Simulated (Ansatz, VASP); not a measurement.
## Cs, level by level in two programs

```
Cs
1.0
    -3.12847    3.12847    3.12847
     3.12847   -3.12847    3.12847
     3.12847    3.12847   -3.12847
Cs
1
Direct
  0.00000 0.00000 0.00000
```

Single points on this cell with VASP 6.6.1 and Ansatz 0.2.0. Each row is one pair of runs. Alike in all rows: spin: off; k mesh: 6 × 6 × 6; VASP's potentials, cutoff: VASP PAW PBE potentials, release 64 (Cs_sv), 520 eV.

| level | smearing | Ansatz's potentials, cutoff | gap on the k mesh at the Fermi level (eV), VASP | gap on the k mesh at the Fermi level (eV), Ansatz | pressure (GPa), VASP | pressure (GPa), Ansatz |
| --- | --- | --- | --- | --- | --- | --- |
| PBEsol+D3(BJ) | tetrahedron | Ansatz PAW, 420 eV | none | none | -0.4 | -0.3 |
| PBE | fermi-dirac, width 0.05 eV | Ansatz PAW, 420 eV | none | none | -0.1 | -0.1 |
| r2SCAN | fermi-dirac, width 0.05 eV | Ansatz PAW, 500 eV | none | none | 0.0 | 0.0 |

Pressure (GPa): the two programs differ by at most 0.02.

A gap of «none» marks a metal or a gap that the smearing closes.

Spin-orbit coupling is off throughout.
